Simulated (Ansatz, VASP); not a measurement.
Two plane-wave programs on Zr

File INCAR:

```
ALGO = Normal ; EDIFF = 1E-8
ENCUT = 400 ; GGA = PE
GGA_COMPAT = False ; ISIF = 2
ISMEAR = -1 ; LASPH = True
LCHARG = False ; LEFG = True
LREAL = False ; LWAVE = False
NBANDS = 12 ; NELM = 120
PREC = Accurate ; SIGMA = 0.08
```

KPOINTS

```
k-points
0
Gamma
  14 14 14
```

Contents of POSCAR:

```
Zr
1.0
   -1.7730508568      1.7730508568      1.7730508568
    1.7730508568     -1.7730508568      1.7730508568
    1.7730508568      1.7730508568     -1.7730508568
Zr
1
Direct
    0.0000000000      0.0000000000      0.0000000000
```

Input for Ansatz:

```yaml
crystal:
  lattice:
    - [-1.7730508568, 1.7730508568, 1.7730508568]
    - [1.7730508568, -1.7730508568, 1.7730508568]
    - [1.7730508568, 1.7730508568, -1.7730508568]
  atoms:
    - { symbol: Zr, position: [0.0, 0.0, 0.0] }
kpoints:
  mp_grid: { grid: [14, 14, 14] }
scf:
  occupations: { method: fermi_dirac, width: 0.08 }
hamiltonian:
  xc: pbe
  pseudopotentials: { kind: paw }
output:
  forces: true
  stress: true
  eigenvalues: true
  efg: { contact_densities: true }
```

Change from the starting cell: volume scaled by 0.94, PAW files.

Alike in both runs: task electric field gradients; functional PBE; k mesh 14 × 14 × 14; occupations fermi-dirac, width 0.08 eV; no spin polarisation.

```csv
,VASP,Ansatz
version,VASP 6.6.1,Ansatz 0.2.0
potentials or method,"VASP PAW PBE potentials, release 64 (Zr_sv)","PAW with Ansatz's default frozen-core files, scalar-relativistic"
plane-wave cutoff (eV),400,420
valence electrons in the cell,12,12
```

|  | VASP | Ansatz | Ansatz less VASP |
| --- | --- | --- | --- |
| pressure (GPa) | 2.1 | 2.2 | +0.15 |

With one functional, cell and mesh, what is left measures potentials, basis and numerics.
